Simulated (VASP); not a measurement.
# NbTe (P-6m2) in VASP: notebook, part 2 of 3

VASP 6.6.1. The steps go on from the part before.

## Step 3: Relaxation of cell and atoms, PBE+D4

Contents of INCAR:

```
SYSTEM = NbTe
PREC = Accurate
ENCUT = 600
EDIFF = 1E-7
ISMEAR = -1
SIGMA = 0.05
LREAL = .False.
LASPH = .True.
NELM = 100
ALGO = Normal
ISIF = 3
LWAVE = .False.
LCHARG = .False.
GGA = PE
IVDW = 13
IBRION = 2
NSW = 60
EDIFFG = -0.01
```

Contents of KPOINTS:

```
regular mesh
0
Gamma
  8 8 7
  0 0 0
```

Contents of POSCAR:

```
NbTe
1.0
    3.7029743866      0.0000000000      0.0000000000
   -1.8514871933      3.2068698884      0.0000000000
    0.0000000000      0.0000000000      3.6942110000
Te Nb
1 1
Direct
    0.6666666667      0.3333333333      0.0000000000
    0.0000000000      0.0000000000      0.5000000000
```

Potentials or basis: VASP PAW PBE potentials, release 64 (Te, Nb_sv).

Command:

```bash
$ cat potpaw_PBE.64/Te/POTCAR potpaw_PBE.64/Nb_sv/POTCAR > POTCAR
$ mpirun -np 1 vasp_std > vasp.out
```

OUTCAR:

```text
SYSTEM = NbTe
   PREC = Accurate
   ENCUT = 600
   EDIFF = 1E-7
   ISMEAR = -1
   LREAL = .False.
   LASPH = .True.
   NELM = 100
   ISIF = 3
   GGA = PE
   IVDW = 13
   IBRION = 2
   NSW = 60
   EDIFFG = -0.01

 ion  position               nearest neighbor table
   1  0.667  0.333  0.000-   2 2.83   2 2.83   2 2.83   2 2.83   2 2.83   2 2.83
   2  0.000  0.000  0.500-   1 2.83   1 2.83   1 2.83   1 2.83   1 2.83   1 2.83

  LATTYP: Found a hexagonal cell.
 ALAT       =     3.7029743866
 C/A-ratio  =     0.9976334196

  Lattice vectors:

 A1 = (   3.7029743866,   0.0000000000,   0.0000000000)
 A2 = (  -1.8514871933,   3.2068698884,   0.0000000000)
 A3 = (   0.0000000000,   0.0000000000,   3.6942110000)

Analysis of symmetry for initial positions (statically):
=====================================================================
 Subroutine PRICEL returns:
 Original cell was already a primitive cell.

 Routine SETGRP: Setting up the symmetry group for a
 hexagonal supercell.
[... 495 lines left out ...]

  energy without entropy =      -13.61871801  energy(sigma->0) =      -13.62367296

 E-fermi :  11.5809     XC(G=0): -11.4611

 val. band max:       11.5581023544   @ k =   0.1250  -0.0000   0.2857
 cond. band min:      11.6454298245   @ k =   0.1250  -0.0000   0.0000
 fundamental gap:      0.0873274701
 Fermi energy:        11.5808655050

 k-point     1 :       0.0000    0.0000    0.0000
  band No.  band energies     occupation
      1     -43.9698      2.00000
      2     -20.1912      2.00000
      3     -19.9708      2.00000
      4     -19.9708      2.00000
      5      -2.9095      2.00000
      6       8.3996      2.00000
      7       8.4304      2.00000
      8       8.4304      2.00000
      9       9.0928      2.00000
     10      11.7009      0.16638
     11      11.7009      0.16638
     12      14.1599      0.00000
     13      14.1599      0.00000
[... 354 lines left out ...]
  band No.  band energies     occupation
      1     -43.9568      2.00000
      2     -20.2333      2.00000
      3     -20.0960      2.00000
      4     -19.9943      2.00000
      5      -1.1238      2.00000
      6       5.1464      2.00000
      7       6.3948      2.00000
      8       7.8823      2.00000
      9       9.7526      2.00000
     10      12.1171      0.00004
     11      12.1342      0.00003
     12      13.8020      0.00000
     13      14.4761      0.00000

 [... further k-points ...]

------------------------ aborting loop because EDIFF is reached ----------------------------------------

  DFT-D4 for vdW energy calculation

  Edisp (eV):   -0.98773
[... 25 lines left out ...]
  FREE ENERGIE OF THE ION-ELECTRON SYSTEM (eV)
  ---------------------------------------------------
  free  energy   TOTEN  =       -14.6163565539 eV

  energy  without entropy=      -14.6064466443  energy(sigma->0) =      -14.61140160

 reached required accuracy - stopping structural energy minimisation
```

CONTCAR:

```text
NbTe
   1.00000000000000
     3.6389180253439917   -0.0000000000000000   -0.0000000000000000
    -1.8194590126719958    3.1513954522761729   -0.0000000000000000
     0.0000000000000000    0.0000000000000000    3.6863534057877749
  Te              Nb
     1     1
Direct
     0.6666666667000030    0.3333333332999970    0.0000000000000000
     0.0000000000000000    0.0000000000000000    0.5000000000000000

  0.00000000E+00  0.00000000E+00  0.00000000E+00
  0.00000000E+00  0.00000000E+00  0.00000000E+00
```

Run time: 2.7 min. Hardware: 1 thread of Intel Xeon Platinum 8488C (Sapphire Rapids), shared host; peak memory 0.2 GiB.

What came out:

```
Free energy                            : -14.6164 eV
Relaxed volume                         : 21.14 Å³/atom
Relaxed cell                           : a = 3.639 Å, b = 3.639 Å, c = 3.686 Å, α = 90.00°, β = 90.00°, γ = 120.00°
Space group after relaxing (to 0.05 Å) : P-6m2 (No. 187)
Energy gained by relaxing              : 11.0 meV/atom
Ionic steps                            : 9
Pressure after relaxing                : 0.0 GPa
Dispersion energy per atom             : -0.494 eV
```

Step by step:
| step | energy change (eV) | largest force (eV/Å) | pressure (GPa) | volume (Å³) |
| --- | --- | --- | --- | --- |
| 1 | 0.0000 | 0.0000 | -4.14 | 43.87 |
| 2 | 0.0218 | 0.0000 | 7.12 | 40.37 |
| 3 | -0.0201 | 0.0000 | 0.00 | 42.38 |
| 4 | -0.0201 | 0.0000 | 0.09 | 42.36 |
| 5 | -0.0218 | 0.0000 | 0.08 | 42.29 |
| 6 | -0.0221 | 0.0000 | 0.07 | 42.25 |
| 7 | -0.0221 | 0.0000 | 0.07 | 42.25 |
| 8 | -0.0221 | 0.0000 | -0.11 | 42.31 |
| 9 | -0.0221 | 0.0000 | 0.01 | 42.27 |

Final structure:
```
Te Nb
1.0
     3.63892    0.00000    0.00000
    -1.81946    3.15140    0.00000
     0.00000    0.00000    3.68635
Te Nb
1 1
Direct
  0.66667 0.33333 0.00000
  0.00000 0.00000 0.50000
```

Caveat: spin-orbit coupling is left out, which moves the levels of the heavy elements; pairwise dispersion overbinds metals, which lowers pressure and volume.

## Step 4: Single point, r2SCAN, non-collinear spin, zero start, spin-orbit coupling

POSCAR is that of step 3.

Contents of INCAR.step1:

```
SYSTEM = NbTe
ALGO = Normal
EDIFF = 1E-4
ENCUT = 520
GGA = PE
GGA_COMPAT = .False.
ISMEAR = -1
LASPH = .True.
LCHARG = .False.
LMAXMIX = 4
LREAL = .False.
LSORBIT = .True.
LWAVE = .True.
MAGMOM = 0 0 0 0 0 0
NBANDS = 31
NELM = 150
PREC = Accurate
SIGMA = 0.05
```

Contents of INCAR.step2:

```
SYSTEM = NbTe
ALGO = Normal
EDIFF = 1E-6
ENCUT = 520
GGA_COMPAT = .False.
ISIF = 2
ISMEAR = -1
ISTART = 1
LASPH = .True.
LCHARG = .False.
LMAXMIX = 4
LMIXTAU = .True.
LORBIT = 11
LORBMOM = .True.
LREAL = .False.
LSORBIT = .True.
LWAVE = .False.
MAGMOM = 0 0 0 0 0 0
METAGGA = R2SCAN
NBANDS = 31
NELM = 150
PREC = Accurate
SIGMA = 0.05
```

Contents of KPOINTS:

```
k-points
0
Gamma
  6 6 5
  0 0 0
```

Command:

```bash
$ cat potpaw_PBE.64/Te/POTCAR potpaw_PBE.64/Nb_sv/POTCAR > POTCAR
$ cp INCAR.step1 INCAR
$ mpirun -np 1 vasp_ncl > vasp.out
$ cp INCAR.step2 INCAR
$ mpirun -np 1 vasp_ncl > vasp.out
```

Run time: 5.1 min. Hardware: 1 thread of Intel Xeon Platinum 8488C (Sapphire Rapids), shared host; peak memory 0.31 GiB.

Results (log left out):

- Free energy: -50.8348 eV
- Pressure: -1.5 GPa
- Net moment: 0.00 μB per cell
- Valence electrons inside the program's atomic spheres: Te 3.56; Nb 10.65

Moments on the atoms (μB; x, y, z):
```
Te  0.00 0.00 0.00
Nb  0.00 0.00 0.00
```

Caveat: the PAW data sets were made with another functional, which shifts forces and pressure a little.

## Step 5: Single point, PBEsol

Contents of INCAR:

```
SYSTEM = NbTe
PREC = Accurate ; ENCUT = 520
EDIFF = 1E-6 ; ISMEAR = -1
SIGMA = 0.05 ; LREAL = .False.
LASPH = .True. ; NELM = 100
ALGO = Normal ; ISIF = 2
LWAVE = .False. ; LCHARG = .False.
GGA = PS ; NBANDS = 16
```

Contents of KPOINTS:

```
Automatic mesh
0
Gamma
  8 8 7
  0 0 0
```

POSCAR is that of step 4.

Command:

```bash
$ cat potpaw_PBE.64/Te/POTCAR potpaw_PBE.64/Nb_sv/POTCAR > POTCAR
$ mpirun -np 1 vasp_std > vasp.out
```

Wall time 15 s (1 thread of AMD EPYC 9R45 (Zen 5), shared host); peak memory 0.14 GiB.

It converged, with:

```
Free energy : -14.8708 eV
Pressure    : -5.3 GPa
```

Levels at points of the mesh, in eV from the Fermi level:
```tsv
k point	band 8	band 9	band 10	band 11	band 12	band 13
(0.00, 0.00, 0.00)	-3.02	-2.35	0.13	0.13	2.44	2.44
(0.50, 0.00, 0.00)	-2.66	-2.60	-0.20	1.23	1.49	3.02
```

Caveat: the PAW data sets were made with another functional, which shifts forces and pressure a little; spin-orbit coupling is left out, which moves the levels of the heavy elements.

(Part 2 of 3 ends here.)
